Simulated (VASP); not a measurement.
# Si8S15 (a cell with a defect) in VASP: single point with PBE+D3(BJ)

Aim: the single point of Si8S15 (a cell with a defect) with PBE+D3(BJ).

All numbers are computed with VASP 6.6.1; they aren't measurements. Logs are shortened: lines on timing, memory, paths and dates and some standing lists are left out, and cuts for length are marked.

**1. The cell of the first run**

The cell holds a defect, 23 atoms: a = 7.735 Å, b = 7.735 Å, c = 9.563 Å, α = 90.00°, β = 90.00°, γ = 91.21°.

**2. Single point, PBE+D3(BJ)**

INCAR reads:

```
SYSTEM = Si8S15
PREC = Accurate
ENCUT = 400
EDIFF = 1E-6
ISMEAR = 0
SIGMA = 0.05
LREAL = .False.
LASPH = .True.
NELM = 120
ALGO = Normal
ISIF = 2
LWAVE = .False.
LCHARG = .False.
GGA = PE
IVDW = 12
NBANDS = 78
NELECT = 120.0
GGA_COMPAT = .False.
```

KPOINTS reads:

```
Automatic mesh
0
Gamma
  4 4 2
  0 0 0
```

POSCAR reads:

```
Si8S15
1.0
    5.4113830413      0.0000000000      5.5267872967
    5.4113830413      0.0000000000     -5.5267872967
    0.0000000000      9.5632436157      0.0000000000
Si S
8 15
Direct
    0.3760832396      0.6268272841     -0.0009097332
    0.3229700118      0.1770298920      0.5000001247
    0.8731726814      0.1239167796      0.0009097332
    0.8916564627      0.6083421399      0.5000005429
    0.1268272205      0.8760833032     -0.0009097332
    0.1083421437      0.3916564665      0.5000005429
    0.6239166623      0.3731727987      0.0009097332
    0.6770303405      0.8229695556      0.5000001247
    0.3936795658      0.3941462021      0.8775755734
    0.8852449357      0.3852448721      0.3743749656
    0.8941461079      0.8936796524      0.8775756780
    0.1058536112      0.1063204285      0.1224244667
    0.1147533935      0.6147534571      0.6256264339
    0.6063204266      0.6058537902      0.1224244667
    0.5000047884      0.0000047248      0.4999959420
    0.3596868033      0.8596868669      0.8783460233
    0.3444379142      0.3862732496      0.3737402438
    0.8568740944      0.3568742117      0.8805583480
    0.8862732458      0.8444379104      0.3737401392
    0.1137270930      0.1555602571      0.6262603193
    0.1431258075      0.6431258711      0.1194416922
    0.6555602533      0.6137270892      0.6262604238
    0.6403130986      0.1403132159      0.1216539123
```

Potentials or basis: VASP PAW PBE potentials, release 64 (Si, S).

Run with:

```
cat potpaw_PBE.64/Si/POTCAR potpaw_PBE.64/S/POTCAR > POTCAR
mpirun -np 1 vasp_std > vasp.out
```

OUTCAR:

```text
SYSTEM = Si8S15
   PREC = Accurate
   ENCUT = 400
   EDIFF = 1E-6
   ISMEAR = 0
   LREAL = .False.
   LASPH = .True.
   NELM = 120
   ISIF = 2
   GGA = PE
   IVDW = 12
   NELECT = 120.0
 IVDW          = 12

 ion  position               nearest neighbor table
   1  0.376  0.627  0.999-  21 2.14  14 2.15  16 2.15   9 2.15   5 2.76   7 2.77
   2  0.323  0.177  0.500-  15 1.96  20 2.02  17 2.02   6 2.37
   3  0.873  0.124  0.001-  18 2.14  11 2.15  23 2.15  12 2.15   7 2.76   5 2.77
   4  0.892  0.608  0.500-  13 2.10  10 2.10  19 2.19  22 2.19   8 2.37   6 2.40
   5  0.127  0.876  0.999-  21 2.14  12 2.15  16 2.15  11 2.15   1 2.76   3 2.77
   6  0.108  0.392  0.500-  10 2.10  13 2.10  17 2.19  20 2.19   2 2.37   4 2.40
   7  0.624  0.373  0.001-  18 2.14   9 2.15  23 2.15  14 2.15   3 2.76   1 2.77
   8  0.677  0.823  0.500-  15 1.96  22 2.02  19 2.02   4 2.37
   9  0.394  0.394  0.878-   7 2.15   1 2.15
  10  0.885  0.385  0.374-   6 2.10   4 2.10
  11  0.894  0.894  0.878-   3 2.15   5 2.15
  12  0.106  0.106  0.122-   5 2.15   3 2.15
  13  0.115  0.615  0.626-   4 2.10   6 2.10
  14  0.606  0.606  0.122-   1 2.15   7 2.15
  15  0.500  0.000  0.500-   2 1.96   8 1.96
  16  0.360  0.860  0.878-   1 2.15   5 2.15
  17  0.344  0.386  0.374-   2 2.02   6 2.19
  18  0.857  0.357  0.881-   7 2.14   3 2.14
  19  0.886  0.844  0.374-   8 2.02   4 2.19
  20  0.114  0.156  0.626-   2 2.02   6 2.19
  21  0.143  0.643  0.119-   1 2.14   5 2.14
  22  0.656  0.614  0.626-   8 2.02   4 2.19
  23  0.640  0.140  0.122-   7 2.15   3 2.15

  LATTYP: Found a base centered orthorhombic cell.
 ALAT       =    10.8227660826
 B/A-ratio  =     1.0213262034
 C/A-ratio  =     0.8836228689

  Lattice vectors:

 A1 = (   5.4113830413,   0.0000000000,   5.5267872967)
 A2 = (   5.4113830413,   0.0000000000,  -5.5267872967)
 A3 = (   0.0000000000,   9.5632436157,   0.0000000000)

Analysis of symmetry for initial positions (statically):
=====================================================================
 Subroutine PRICEL returns:
 Original cell was already a primitive cell.

 Routine SETGRP: Setting up the symmetry group for a
 base centered orthorhombic supercell.

 Subroutine GETGRP returns: Found  4 space group operations
 (whereof  2 operations were pure point group operations)
 out of a pool of  8 trial point group operations.

The static configuration has the point symmetry S_2 .
 The point group associated with its full space group is C_2h.

Analysis of symmetry for dynamics (positions and initial velocities):
=====================================================================
 Subroutine PRICEL returns:
 Original cell was already a primitive cell.

 Routine SETGRP: Setting up the symmetry group for a
 base centered orthorhombic supercell.

 Subroutine GETGRP returns: Found  4 space group operations
 (whereof  2 operations were pure point group operations)
 out of a pool of  8 trial point group operations.

The dynamic configuration has the point symmetry S_2 .
 The point group associated with its full space group is C_2h.

 Subroutine INISYM returns: Found  4 space group operations
 (whereof  2 operations are pure point group operations),
 and found     1 'primitive' translations

----------------------------------------------------------------------------------------

                                     Primitive cell

  volume of cell :     572.0266

  direct lattice vectors                    reciprocal lattice vectors
     5.411383041  0.000000000  5.526787297     0.092397821  0.000000000  0.090468472
     5.411383041  0.000000000 -5.526787297     0.092397821  0.000000000 -0.090468472
     0.000000000  9.563243616  0.000000000     0.000000000  0.104567032  0.000000000

  length of vectors
     7.734884889  7.734884889  9.563243616     0.129313192  0.129313192  0.104567032

  position of ions in fractional coordinates (direct lattice)
     0.376083240  0.626827284  0.999090267
     0.322970012  0.177029892  0.500000125
     0.873172681  0.123916780  0.000909733
     0.891656463  0.608342140  0.500000543
     0.126827220  0.876083303  0.999090267
     0.108342144  0.391656467  0.500000543
[... 15 lines left out ...]
     0.655560253  0.613727089  0.626260424
     0.640313099  0.140313216  0.121653912

  ion indices of the primitive-cell ions
   primitive index   ion index
                 1           1
                 2           2
                 3           3
                 4           4
                 5           5
                 6           6
[... 15 lines left out ...]
                22          22
                23          23

----------------------------------------------------------------------------------------

 KPOINTS: Automatic mesh

Automatic generation of k-mesh.
 Grid dimensions read from file:
 generate k-points for:    4    4    2

 Generating k-lattice:

  Cartesian coordinates                     Fractional coordinates (reciprocal lattice)
     0.023099455  0.000000000  0.022617118     0.250000000 -0.000000000  0.000000000
     0.023099455  0.000000000 -0.022617118    -0.000000000  0.250000000  0.000000000
     0.000000000  0.052283516  0.000000000     0.000000000  0.000000000  0.500000000

  Length of vectors
     0.032328298  0.032328298  0.052283516

  Shift w.r.t. Gamma in fractional coordinates (k-lattice)
     0.000000000  0.000000000  0.000000000

 Subroutine IBZKPT returns following result:
 ===========================================

 Found     14 irreducible k-points:

 Following reciprocal coordinates:
            Coordinates               Weight
  0.000000  0.000000  0.000000      1.000000
  0.250000  0.000000  0.000000      4.000000
  0.500000  0.000000  0.000000      2.000000
  0.250000  0.250000  0.000000      2.000000
  0.500000  0.250000  0.000000      4.000000
 -0.250000  0.250000  0.000000      2.000000
  0.500000  0.500000  0.000000      1.000000
  0.000000  0.000000  0.500000      1.000000
  0.250000  0.000000  0.500000      4.000000
  0.500000  0.000000  0.500000      2.000000
  0.250000  0.250000  0.500000      2.000000
  0.500000  0.250000  0.500000      4.000000
 -0.250000  0.250000  0.500000      2.000000
  0.500000  0.500000  0.500000      1.000000
   k-points           NKPTS =     14   k-points in BZ     NKDIM =     14   number of bands    NBANDS=     78
   number of dos      NEDOS =    301   number of ions     NIONS =     23
   total plane-waves  NPLWV = 160000
   dimension x,y,z NGX =    50 NGY =   50 NGZ =   64
   dimension x,y,z NGXF=   100 NGYF=  100 NGZF=  128
   ions per type =               8  15
   NGX,Y,Z   is equivalent  to a cutoff of  10.75, 10.75, 11.13 a.u.
   NGXF,Y,Z  is equivalent  to a cutoff of  21.49, 21.49, 22.25 a.u.
 SYSTEM =  Si8S15
   PREC   = accura    normal or accurate (medium, high low for compatibility)
   ISTART =      0    job   : 0-new  1-cont  2-samecut
   ICHARG =      2    charge: 1-file 2-atom 10-const
   ISPIN  =      1    spin polarized calculation?
   LNONCOLLINEAR =      F non collinear calculations
   LSORBIT =      F    spin-orbit coupling
   LASPH  =      T    aspherical Exc in radial PAW
   ENCUT  =  400.0 eV  29.40 Ry    5.42 a.u.  12.61 12.61 15.60*2*pi/ulx,y,z
   NELM   =    120;   NELMIN=  2; NELMDL= -5     # of ELM steps
   EDIFF  = 0.1E-05   stopping-criterion for ELM
   LREAL  =      F    real-space projection
   EDIFFG = 0.1E-04   stopping-criterion for IOM
   NSW    =      0    number of steps for IOM
   IBRION =     -1    ionic relax: 0-MD 1-quasi-New 2-CG
   NFREE  =      0    steps in history (QN), initial steepest desc. (CG)
   ISIF   =      2    stress and relaxation
   ISYM   =      2    0-nonsym 1-usesym 2-fastsym
   POTIM  = 0.5000    time-step for ionic-motion
   TEBEG  =    0.0;   TEEND  =   0.0 temperature during run
   PSTRESS=    0.0 pullay stress
   NELECT =     120.0000    total number of electrons
   NUPDOWN=      -1.0000    fix difference up-down
   EMIN   =  10.00;   EMAX   =-10.00  energy-range for DOS
   EFERMI =   0.00;   METHOD = LEGACY
   ISMEAR =     0;   SIGMA  =   0.05  broadening in eV -4-tet -1-fermi 0-gaus
   EFERMI_NEDOS =   21; number of points for ismear=-14 and -15
   IALGO  =     38    algorithm
   IMIX   =      4    mixing-type and parameters
     AMIX     =   0.40;   BMIX     =  1.00
     AMIX_MAG =   1.60;   BMIX_MAG =  1.00
  volume/ion in A,a.u.               =      24.87       167.84
  Fermi-wavevector in a.u.,A,eV,Ry     =   0.972739  1.838211 12.874131  0.946222
  Thomas-Fermi vector in A             =   2.103062
   LORBIT       =      0    0 simple, 1 ext, 2 COOP (PROOUT), +10 PAW based schemes
   GGA     = PE    functional components
   LHFCALC =     F    Hartree Fock is set to
   AEXX    =    0.0000 exact exchange contribution
   IVDW    =    12    specifies the selected vdW correction
   LEPSILON=     F    determine dielectric tensor
   LRPA    =     F    only Hartree local field effects (RPA)
 non-spin polarized calculation
 Gauss-broadening in eV      SIGMA  =   0.05
  energy-cutoff  :      400.00
  volume of cell :      572.03
 maximum number of plane-waves:     10414
   NGX = 25   NGY = 25   NGZ = 31

 number of electron     119.9999988 magnetization

 Free energy of the ion-electron system (eV)
  ---------------------------------------------------
  ext. energy  EPLUGINS =         0.00000000
  ---------------------------------------------------
  free energy    TOTEN  =      -121.20974850 eV

  energy without entropy =     -121.20974850  energy(sigma->0) =     -121.20974850

 E-fermi :   2.8952     XC(G=0):  -8.0801

 val. band max:        2.6237860636   @ k =   0.5000   0.5000   0.0000
 cond. band min:       3.4975458417   @ k =   0.5000   0.5000   0.5000
 fundamental gap:      0.8737597781
 Fermi energy:         2.8951623822

 k-point     1 :       0.0000    0.0000    0.0000
  band No.  band energies     occupation
      1     -13.5844      2.00000
      2     -12.8841      2.00000
      3     -12.5039      2.00000
      4     -11.7895      2.00000
      5     -11.4371      2.00000
      6     -11.2393      2.00000
[... 64 lines left out ...]
     71       6.1029      0.00000
     72       6.3340      0.00000

 k-point     2 :       0.2500    0.0000    0.0000
  band No.  band energies     occupation
      1     -13.5259      2.00000
      2     -13.0866      2.00000
      3     -12.2621      2.00000
      4     -11.7286      2.00000
      5     -11.5562      2.00000
      6     -11.3042      2.00000
[... 64 lines left out ...]
     71       6.2245      0.00000
     72       6.3273      0.00000

 k-point     3 :       0.5000    0.0000    0.0000
  band No.  band energies     occupation
      1     -13.3961      2.00000
      2     -13.3002      2.00000
      3     -11.9775      2.00000
      4     -11.7793      2.00000
      5     -11.5568      2.00000
      6     -11.5500      2.00000
[... 814 lines left out ...]
     71       6.3307      0.00000
     72       6.6065      0.00000

 k-point    14 :       0.5000    0.5000    0.5000
  band No.  band energies     occupation
      1     -13.5344      2.00000
      2     -12.9401      2.00000
      3     -12.5259      2.00000
      4     -11.7293      2.00000
      5     -11.4124      2.00000
      6     -11.2687      2.00000
[... 64 lines left out ...]
     71       6.4859      0.00000
     72       6.5437      0.00000
 [bands above 72 left out]

------------------------ aborting loop because EDIFF is reached ----------------------------------------

 Edisp (eV)   -5.39052

 E8    (eV) :    -2.0099

  FORCE on cell =-STRESS in cart. coord.  units (eV):
  Direction    XX          YY          ZZ          XY          YZ          ZX
  --------------------------------------------------------------------------------------
  -------------------------------------------------------------------------------------
  Total     -19.33125   -19.98803    10.76755     0.37777     0.00000     0.00000
  in kB     -54.14449   -55.98406    30.15860     1.05810     0.00000     0.00000
  external pressure =      -26.66 kB  Pullay stress =        0.00 kB

 VOLUME and BASIS-vectors are now :
 -----------------------------------------------------------------------------
  energy-cutoff  :      400.00
  volume of cell :      572.03
      direct lattice vectors                 reciprocal lattice vectors
     5.411383041  0.000000000  5.526787297     0.092397821  0.000000000  0.090468472
     5.411383041  0.000000000 -5.526787297     0.092397821  0.000000000 -0.090468472
     0.000000000  9.563243616  0.000000000     0.000000000  0.104567032  0.000000000

 POSITION                                       TOTAL-FORCE (eV/Angst)
 -----------------------------------------------------------------------------------
      5.42713      9.55454     -1.38581         0.001317     -0.005135     -0.003595
      2.70569      4.78162      0.80658         0.000000     -0.000000      0.045390
      5.39563      0.00870      4.14098        -0.001317      0.005135     -0.003595
      8.11707      4.78163      1.56582         0.000000     -0.000000     -0.001335
      5.42713      9.55454     -4.14098         0.001317     -0.005135      0.003595
      2.70568      4.78163     -1.56582         0.000000     -0.000000      0.001335
[... 15 lines left out ...]
      6.86860      5.98908      0.23120         0.055172     -0.047361     -0.007007
      4.22427      1.16341      2.76339         0.035469     -0.044753      0.000000
 -----------------------------------------------------------------------------------
    total drift:                               -0.011761      0.008588      0.000219

  FREE ENERGIE OF THE ION-ELECTRON SYSTEM (eV)
  ---------------------------------------------------
  free  energy   TOTEN  =      -126.6002700575 eV

  energy  without entropy=     -126.6002700575  energy(sigma->0) =     -126.60027006
```

Run time: 7.4 min. Hardware: 1 thread of Oxide Virtual Turin-like, shared host; peak memory 0.54 GiB.

Results:

* Free energy: -126.6003 eV
* Largest force: 0.073 eV/Å
* Dispersion energy per atom: -0.234 eV

Forces on the atoms (eV/Å):
```
Si   0.001 -0.005 -0.004
Si   0.000  0.000  0.045
Si  -0.001  0.005 -0.004
Si   0.000  0.000 -0.001
Si   0.001 -0.005  0.004
Si   0.000  0.000  0.001
Si  -0.001  0.005  0.004
Si   0.000  0.000 -0.045
S    0.027  0.021  0.003
S    0.037  0.040  0.000
S    0.027  0.021 -0.003
S   -0.027 -0.021  0.003
S   -0.037 -0.040  0.000
S   -0.027 -0.021 -0.003
S    0.000  0.000  0.000
S   -0.035  0.045  0.000
S   -0.055  0.047  0.007
S   -0.025  0.040  0.000
S   -0.055  0.047 -0.007
S    0.055 -0.047  0.007
S    0.025 -0.040  0.000
S    0.055 -0.047 -0.007
S    0.035 -0.045  0.000
```

Caveat: the cell carries a net charge on a neutralising background, which shifts energy and pressure; the cell is charged against a uniform background, so pressure and absolute levels hang on convention.
